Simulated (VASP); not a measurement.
# O in VASP: single point with PBE

Aim: the single point of O with PBE.

All numbers are computed with VASP 6.6.1; they aren't measurements. Logs are shortened: lines on timing, memory, paths and dates and some standing lists are left out, and cuts for length are marked.

## 1. The cell of the first run

The cell holds a disordered packing, 20 atoms: a = 7.507 Å, b = 7.507 Å, c = 7.507 Å, α = 90.00°, β = 90.00°, γ = 90.00°.

## 2. Single point, PBE, collinear spin, ferromagnetic start

The input, INCAR:

```
ALGO = Normal
EDIFF = 1E-6
ENCUT = 1000
GGA = PE
GGA_COMPAT = F
ISIF = 2
ISMEAR = -1
ISPIN = 2
LASPH = T
LCHARG = F
LORBIT = 11
LREAL = Auto
LWAVE = F
MAGMOM = 1 1 1 1 1 1 1 1 1 1 1 1 1 1 1 1 1 1 1 1
NBANDS = 80
NELM = 200
PREC = Accurate
SIGMA = 0.05
```

The input, KPOINTS:

```
k-points
0
Gamma
  1 1 1
```

The input, POSCAR:

```
O
1.0
    7.5066610000      0.0000000000      0.0000000000
    0.0000000000      7.5066610000      0.0000000000
    0.0000000000      0.0000000000      7.5066610000
O
20
Direct
    1.0071854850      0.5513503274      0.8973896650
    0.9681135194      0.4142187852      0.8281045328
    0.8116258347      0.6034773650      0.4303511242
    0.9073674700      0.4817321576      0.4269141766
    0.2037656956     -0.0264032171      0.7018033717
    0.0893339928      0.0094449450      0.5902091489
    0.4133395660      0.7027891629      0.4060527044
    0.2510703494      0.6994854303      0.3775047255
    0.5114923932      0.2071093926      0.1478153869
    0.5542544148      0.3550579945      0.0981927917
    0.8615814674      0.8712928425      0.1237700757
    0.7478691258      0.7738993409      0.0674201219
    0.4736193629      0.3011458756      0.6313992333
    0.4309505917      0.3471849868      0.4823449467
    0.4700092358      0.6525138141      0.7902315024
    0.4030820094      0.6375271242      0.9402182941
    1.1071766795      0.2237479487      0.1904042290
    1.1407335432      0.0806883380      0.1273269167
    0.7140991181      0.9827671717      0.6936106479
    0.7645742894      1.1191393883      0.7661462267
```

Potentials or basis: VASP PAW PBE potentials, release 64 (O_h).

Command:

```bash
cat potpaw_PBE.64/O_h/POTCAR > POTCAR
mpirun -np 1 vasp_gam > vasp.out
```

OUTCAR:

```text
EDIFF = 1E-6
   ENCUT = 1000
   GGA = PE
   ISIF = 2
   ISMEAR = -1
   ISPIN = 2
   LASPH = T
   LORBIT = 11
   LREAL = Auto
   NELM = 200
   PREC = Accurate

 ion  position               nearest neighbor table
   1  0.007  0.551  0.897-   2 1.19
   2  0.968  0.414  0.828-   1 1.19
   3  0.812  0.603  0.430-   4 1.16
   4  0.907  0.482  0.427-   3 1.16
   5  0.204  0.974  0.702-   6 1.23
   6  0.089  0.009  0.590-   5 1.23
[... 12 lines left out ...]
  19  0.714  0.983  0.694-  20 1.22
  20  0.765  0.119  0.766-  19 1.22

  LATTYP: Found a simple cubic cell.
 ALAT       =     7.5066610000

  Lattice vectors:

 A1 = (   7.5066610000,   0.0000000000,   0.0000000000)
 A2 = (   0.0000000000,   7.5066610000,   0.0000000000)
 A3 = (   0.0000000000,   0.0000000000,   7.5066610000)

Analysis of symmetry for initial positions (statically):
=====================================================================
 Subroutine PRICEL returns:
 Original cell was already a primitive cell.

 Routine SETGRP: Setting up the symmetry group for a
 simple cubic supercell.

 Subroutine GETGRP returns: Found  1 space group operations
 (whereof  1 operations were pure point group operations)
 out of a pool of 48 trial point group operations.

The static configuration has the point symmetry C_1 .

Analysis of symmetry for dynamics (positions and initial velocities):
=====================================================================
 Subroutine PRICEL returns:
 Original cell was already a primitive cell.

 Routine SETGRP: Setting up the symmetry group for a
 simple cubic supercell.

 Subroutine GETGRP returns: Found  1 space group operations
 (whereof  1 operations were pure point group operations)
 out of a pool of 48 trial point group operations.

The dynamic configuration has the point symmetry C_1 .

Analysis of structural, dynamic, and magnetic symmetry:
=====================================================================
 Subroutine PRICEL returns:
 Original cell was already a primitive cell.

 Routine SETGRP: Setting up the symmetry group for a
 simple cubic supercell.

 Subroutine GETGRP returns: Found  1 space group operations
 (whereof  1 operations were pure point group operations)
 out of a pool of 48 trial point group operations.

The overall configuration has the point symmetry C_1 .

 Subroutine INISYM returns: Found  1 space group operations
 (whereof  1 operations are pure point group operations),
 and found     1 'primitive' translations

----------------------------------------------------------------------------------------

                                     Primitive cell

  volume of cell :     423.0000

  direct lattice vectors                    reciprocal lattice vectors
     7.506661000  0.000000000  0.000000000     0.133215021  0.000000000  0.000000000
     0.000000000  7.506661000  0.000000000     0.000000000  0.133215021  0.000000000
     0.000000000  0.000000000  7.506661000     0.000000000  0.000000000  0.133215021

  length of vectors
     7.506661000  7.506661000  7.506661000     0.133215021  0.133215021  0.133215021

  position of ions in fractional coordinates (direct lattice)
     0.007185485  0.551350327  0.897389665
     0.968113519  0.414218785  0.828104533
     0.811625835  0.603477365  0.430351124
     0.907367470  0.481732158  0.426914177
     0.203765696  0.973596783  0.701803372
     0.089333993  0.009444945  0.590209149
[... 12 lines left out ...]
     0.714099118  0.982767172  0.693610648
     0.764574289  0.119139388  0.766146227

  ion indices of the primitive-cell ions
   primitive index   ion index
                 1           1
                 2           2
                 3           3
                 4           4
                 5           5
                 6           6
[... 12 lines left out ...]
                19          19
                20          20

----------------------------------------------------------------------------------------

 KPOINTS: k-points

Automatic generation of k-mesh.
 Grid dimensions read from file:
 generate k-points for:    1    1    1

 Generating k-lattice:

  Cartesian coordinates                     Fractional coordinates (reciprocal lattice)
     0.133215021  0.000000000  0.000000000     1.000000000  0.000000000  0.000000000
     0.000000000  0.133215021  0.000000000     0.000000000  1.000000000  0.000000000
     0.000000000  0.000000000  0.133215021     0.000000000  0.000000000  1.000000000

  Length of vectors
     0.133215021  0.133215021  0.133215021

  Shift w.r.t. Gamma in fractional coordinates (k-lattice)
     0.000000000  0.000000000  0.000000000

 Subroutine IBZKPT returns following result:
 ===========================================

 Found      1 irreducible k-points:

 Following reciprocal coordinates:
            Coordinates               Weight
  0.000000  0.000000  0.000000      1.000000
   k-points           NKPTS =      1   k-points in BZ     NKDIM =      1   number of bands    NBANDS=     80
   number of dos      NEDOS =    301   number of ions     NIONS =     20
   total plane-waves  NPLWV = 512000
   dimension x,y,z NGX =    80 NGY =   80 NGZ =   80
   dimension x,y,z NGXF=   160 NGYF=  160 NGZF=  160
   ions per type =              20
   NGX,Y,Z   is equivalent  to a cutoff of  17.72, 17.72, 17.72 a.u.
   NGXF,Y,Z  is equivalent  to a cutoff of  35.43, 35.43, 35.43 a.u.
 SYSTEM =  unknown system
   PREC   = accura    normal or accurate (medium, high low for compatibility)
   ISTART =      0    job   : 0-new  1-cont  2-samecut
   ICHARG =      2    charge: 1-file 2-atom 10-const
   ISPIN  =      2    spin polarized calculation?
   LNONCOLLINEAR =      F non collinear calculations
   LSORBIT =      F    spin-orbit coupling
   LASPH  =      T    aspherical Exc in radial PAW
   ENCUT  = 1000.0 eV  73.50 Ry    8.57 a.u.  19.36 19.36 19.36*2*pi/ulx,y,z
   NELM   =    200;   NELMIN=  2; NELMDL= -5     # of ELM steps
   EDIFF  = 0.1E-05   stopping-criterion for ELM
   LREAL  =      T    real-space projection
   EDIFFG = 0.1E-04   stopping-criterion for IOM
   NSW    =      0    number of steps for IOM
   IBRION =     -1    ionic relax: 0-MD 1-quasi-New 2-CG
   NFREE  =      0    steps in history (QN), initial steepest desc. (CG)
   ISIF   =      2    stress and relaxation
   ISYM   =      2    0-nonsym 1-usesym 2-fastsym
   POTIM  = 0.5000    time-step for ionic-motion
   TEBEG  =    0.0;   TEEND  =   0.0 temperature during run
   PSTRESS=    0.0 pullay stress
   NELECT =     120.0000    total number of electrons
   NUPDOWN=      -1.0000    fix difference up-down
   EMIN   =  10.00;   EMAX   =-10.00  energy-range for DOS
   EFERMI =   0.00;   METHOD = LEGACY
   ISMEAR =    -1;   SIGMA  =   0.05  broadening in eV -4-tet -1-fermi 0-gaus
   EFERMI_NEDOS =   21; number of points for ismear=-14 and -15
   IALGO  =     38    algorithm
   IMIX   =      4    mixing-type and parameters
     AMIX     =   0.40;   BMIX     =  1.00
     AMIX_MAG =   1.60;   BMIX_MAG =  1.00
  volume/ion in A,a.u.               =      21.15       142.73
  Fermi-wavevector in a.u.,A,eV,Ry     =   1.075693  2.032765 15.743518  1.157116
  Thomas-Fermi vector in A             =   2.211557
   LORBIT       =     11    0 simple, 1 ext, 2 COOP (PROOUT), +10 PAW based schemes
   GGA     = PE    functional components
   LHFCALC =     F    Hartree Fock is set to
   AEXX    =    0.0000 exact exchange contribution
   IVDW    =     0    specifies the selected vdW correction
   LEPSILON=     F    determine dielectric tensor
   LRPA    =     F    only Hartree local field effects (RPA)
 spin polarized calculation
  energy-cutoff  :     1000.00
  volume of cell :      423.00
 maximum number of plane-waves:     15276
 NGX is ok and might be reduce to    80
   NGX = 39   NGY = 39   NGZ = 39

 number of electron     120.0000005 magnetization      19.9999964

 Free energy of the ion-electron system (eV)
  ---------------------------------------------------
  ext. energy  EPLUGINS =         0.00000000
  ---------------------------------------------------
  free energy    TOTEN  =      -100.03256317 eV

  energy without entropy =     -100.03255997  energy(sigma->0) =     -100.03256157

 E-fermi :  -1.8706     XC(G=0):  -6.5040

 val. band max:       -2.5467372020   @ k =   0.0000   0.0000   0.0000
 cond. band min:      -1.1986428840   @ k =   0.0000   0.0000   0.0000
 fundamental gap:      1.3480943180
 Fermi energy:        -1.8706153240

 spin component 1

 k-point     1 :       0.0000    0.0000    0.0000
  band No.  band energies     occupation
      1     -30.1346      1.00000
      2     -29.5600      1.00000
      3     -29.2825      1.00000
      4     -29.2456      1.00000
      5     -29.0664      1.00000
      6     -29.0094      1.00000
[... 64 lines left out ...]
     71       3.4226      0.00000
     72       4.6898      0.00000
 Fermi energy:        -1.8706153240

 spin component 2

 k-point     1 :       0.0000    0.0000    0.0000
  band No.  band energies     occupation
      1     -28.9947      1.00000
      2     -28.3954      1.00000
      3     -28.1071      1.00000
      4     -28.0719      1.00000
      5     -27.8794      1.00000
      6     -27.8224      1.00000
[... 64 lines left out ...]
     71       3.7680      0.00000
     72       5.1774      0.00000
 [bands above 72 left out]

------------------------ aborting loop because EDIFF is reached ----------------------------------------

  FORCE on cell =-STRESS in cart. coord.  units (eV):
  Direction    XX          YY          ZZ          XY          YZ          ZX
  --------------------------------------------------------------------------------------
  -------------------------------------------------------------------------------------
  Total        3.7617762     10.5209075      1.5121118     -1.7121927      1.9492113      0.5223137
  in kB       14.2483024     39.8495455      5.7273547     -6.4851915      7.3829358      1.9783429
  external PRESSURE =      19.9417342 kB  Pullay stress =       0.0000000 kB

 VOLUME and BASIS-vectors are now :
 -----------------------------------------------------------------------------
  energy-cutoff  :     1000.00
  volume of cell :      423.00
      direct lattice vectors                 reciprocal lattice vectors
     7.506661000  0.000000000  0.000000000     0.133215021  0.000000000  0.000000000
     0.000000000  7.506661000  0.000000000     0.000000000  0.133215021  0.000000000
     0.000000000  0.000000000  7.506661000     0.000000000  0.000000000  0.133215021

 POSITION                                       TOTAL-FORCE (eV/Angst)
 -----------------------------------------------------------------------------------
      0.05394      4.13880      6.73640         0.612634      1.909074      0.941015
      7.26730      3.10940      6.21630        -0.497153     -1.871511     -0.945063
      6.09260      4.53010      3.23050        -2.981644      3.810305      0.179213
      6.81130      3.61620      3.20470         2.962815     -3.841462     -0.133846
      1.52960      7.30846      5.26820        -0.536524      0.170429     -0.494391
      0.67060      0.07090      4.43050         0.609809     -0.151602      0.476651
[... 12 lines left out ...]
      5.36050      7.37730      5.20670        -0.006216      0.076770      0.021312
      5.73940      0.89434      5.75120        -0.059950     -0.226470      0.015569
 -----------------------------------------------------------------------------------
    total drift:                                0.000586      0.004248     -0.002369

  FREE ENERGIE OF THE ION-ELECTRON SYSTEM (eV)
  ---------------------------------------------------
  free  energy   TOTEN  =      -100.0325631741 eV

  energy  without entropy=     -100.0325599721  energy(sigma->0) =     -100.03256157

 total charge

# of ion       s       p       d       tot
------------------------------------------
    1        1.087   2.243   0.000   3.330
    2        1.087   2.243   0.000   3.330
    3        1.084   2.269   0.000   3.353
    4        1.084   2.268   0.000   3.352
    5        1.091   2.209   0.000   3.300
    6        1.091   2.210   0.000   3.301
[... 12 lines left out ...]
   19        1.090   2.217   0.000   3.307
   20        1.091   2.218   0.000   3.309
--------------------------------------------------
tot         21.783  44.520   0.000  66.302

 magnetization (x)

# of ion       s       p       d       tot
------------------------------------------
    1        0.014   0.607   0.000   0.620
    2        0.014   0.605   0.000   0.618
    3        0.013   0.603   0.000   0.616
    4        0.014   0.605   0.000   0.619
    5        0.014   0.607   0.000   0.620
    6        0.013   0.609   0.000   0.623
[... 12 lines left out ...]
   19        0.014   0.607   0.000   0.621
   20        0.014   0.608   0.000   0.622
--------------------------------------------------
tot          0.275  12.148   0.000  12.423
```

It took 8.1 min on 1 thread of Intel Xeon Platinum 8259CL at 2.50GHz (Skylake/Cascade Lake), shared host; peak memory 1.2 GiB.

Results:

| Property | Result |
| --- | --- |
| Free energy | -100.0326 eV |
| Pressure | 2.0 GPa |
| Largest force | 4.853 eV/Å |
| Net moment | 20.00 μB per cell |
| Site moments | O +0.62, +0.63 (each value once) μB |
| Valence electrons inside the program's atomic spheres | O 3.33, 3.35, 3.30, 3.31, 3.32 (each value once) |

Forces in eV/Å, atoms in the order of the input:
```
O    0.613  1.909  0.941
O   -0.497 -1.872 -0.945
O   -2.982  3.810  0.179
O    2.963 -3.841 -0.134
O   -0.537  0.170 -0.494
O    0.610 -0.152  0.477
O   -1.205  0.163 -0.338
O    1.218  0.025  0.176
O    0.042 -0.352 -0.036
O    0.179  0.139 -0.021
O    0.796  0.693  0.447
O   -1.003 -0.726 -0.383
O   -0.007 -0.096  0.286
O   -0.132 -0.034 -0.182
O   -0.545 -0.060  1.215
O    0.433  0.273 -1.233
O   -0.302  1.232  0.539
O    0.421 -1.132 -0.529
O   -0.006  0.077  0.021
O   -0.060 -0.226  0.016
```

Caveat: the k points lie up to 0.84 Å⁻¹ apart, too coarse for converged energies, forces and pressures; the atoms stand as in a frame of molecular dynamics.
